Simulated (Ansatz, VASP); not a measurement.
## Co in VASP and in Ansatz

```
Co
1.0
     2.55215    0.00000    0.00000
    -1.27607    2.21023    0.00000
     0.00000    0.00000    4.14484
Co
2
Direct
  0.33333 0.66667 0.25000
  0.66667 0.33333 0.75000
```

Change from the starting cell: volume scaled by 1.04.

Alike in both runs: task single point; functional PBE; k mesh 19 × 19 × 10; occupations fermi-dirac, width 0.05 eV; collinear spin.

|  | VASP | Ansatz |
| --- | --- | --- |
| version | VASP 6.6.1 | Ansatz 0.2.0 |
| potentials or method | VASP PAW PBE potentials, release 64 (Co), cutoff 520 eV | all-electron LAPW, scalar-relativistic |

|  | VASP | Ansatz | Ansatz less VASP |
| --- | --- | --- | --- |
| pressure (GPa) | -13.5 | -13.1 | +0.38 |
| traceless stress, the component that is largest in VASP (GPa) | -0.66 | -0.48 | +0.177 |
| net moment per atom (μB) | 1.66 | 1.68 | +0.013 |
| size of the moment on the site where the two differ most (μB) | 1.70 | 1.74 | +0.037 |

Site moments also hang on the region over which each program counts them. Ansatz ran all-electron here, and VASP with PAW potentials.
